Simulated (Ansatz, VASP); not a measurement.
Two plane-wave programs on Ag

```
Ag
1.0
     0.00000    2.04275    2.04275
     2.04275    0.00000    2.04275
     2.04275    2.04275    0.00000
Ag
1
Direct
  0.00000 0.00000 0.00000
```

Alike in both runs: functional SVWN5; k mesh 11 × 11 × 11; occupations fermi-dirac, width 0.05 eV; no spin polarisation.

```csv
,VASP,Ansatz
version,VASP 6.6.1,Ansatz 0.2.0
potentials or method,"VASP PAW PBE potentials, release 64 (Ag)",Ansatz PAW
plane-wave cutoff (eV),520,420
valence electrons in the cell,11,19
task,single point,band structure
```

|  | VASP | Ansatz | Ansatz less VASP |
| --- | --- | --- | --- |
| gap on the k mesh at the Fermi level (eV) | none | none | - |
| pressure (GPa) | -7.7 | -7.7 | +0.07 |

VASP's potentials were made for PBE, not for SVWN5. A gap of «none» marks a metal or a gap that the smearing closes. VASP's potentials hold 11 valence electrons a cell and Ansatz's 19, so a difference there can come from the potentials and not from the codes.
